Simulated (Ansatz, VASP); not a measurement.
## Two plane-wave programs on Ca2Ge3N

```
CELL_PARAMETERS angstrom
5.39545 0.00000 0.00000
-2.69772 4.67259 0.00000
0.00000 0.00000 8.57175
ATOMIC_POSITIONS crystal
Ca 0.33333 0.66667 0.50000
Ca 0.66667 0.33333 0.50000
Ge 0.00000 0.00000 0.20398
Ge 0.00000 0.00000 0.79602
Ge 0.00000 0.00000 0.50000
N 0.00000 0.00000 0.00000
```

Alike in both runs: functional PBE; k mesh 12 × 12 × 6; occupations gaussian, width 0.1 eV; no spin polarisation.

Ansatz relaxed the structure, and its values are those at the end. VASP's run is a single point on that final structure, the one shown.

```csv
,VASP,Ansatz
version,VASP 6.6.1,Ansatz 0.2.0
potentials or method,"VASP PAW PBE potentials, release 64 (Ca_sv, Ge_d, N), cutoff 520 eV","scalar-relativistic, plane waves, PAW"
valence electrons in the cell,67,67
```

VASP gave:

| Item | Value |
| --- | --- |
| gap on the k mesh at the Fermi level (eV) | none |
| pressure (GPa) | -0.1 |
| rms of the force components (eV/Å) | 0.033 |

**Question.** Estimate Ansatz's values.

**Answer.** gap on the k mesh at the Fermi level (eV): none; pressure (GPa): 0.0; rms of the force components (eV/Å): 0.002.

A gap of «none» marks a metal or a gap that the smearing closes. The functional is the same, so the differences come from potentials, cutoffs and numerics.
